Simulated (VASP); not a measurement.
The system is CdS (rocksalt type).

```
CELL_PARAMETERS angstrom
0.00000 2.52285 2.52285
2.52285 0.00000 2.52285
2.52285 2.52285 0.00000
ATOMIC_POSITIONS crystal
Cd 0.00000 0.00000 0.00000
S 0.50000 0.50000 0.50000
```

```yaml
Program: VASP 6.6.1
Task: relaxation of cell and atoms
Functional: LDA
Potentials_or_basis: VASP PAW LDA potentials, release 64 (Cd_sv_GW, S)
Cutoff: 630 eV
k_mesh: 14 × 14 × 14
Occupations: fermi-dirac, width 0.05 eV
Spin: no spin polarisation
```

At the start: pressure 23.5 GPa; volume 16.06 Å³/atom.

How do energy, volume and symmetry change on relaxing?

Over 4 steps the energy falls by 178.6 meV/atom and the volume is 18.88 Å³/atom (+17.6 %); space group Fm-3m (No. 225, to 0.1 Å) before and after.

The path:
```
step  energy change (eV)  largest force (eV/Å)  pressure (GPa)  volume (Å³)
   1              0.0000                0.0000           23.47        32.11
   2             -0.0873                0.0000          -11.23        44.34
   3             -0.3570                0.0000           -0.35        37.87
   4             -0.3571                0.0000           -0.02        37.75
```

Final structure:
```
CELL_PARAMETERS angstrom
0.00000 2.66262 2.66262
2.66262 0.00000 2.66262
2.66262 2.66262 0.00000
ATOMIC_POSITIONS crystal
Cd 0.00000 0.00000 0.00000
S 0.50000 0.50000 0.50000
```

Caveat: the volume moved by over 15 % at a fixed basis, so the end points are rough.
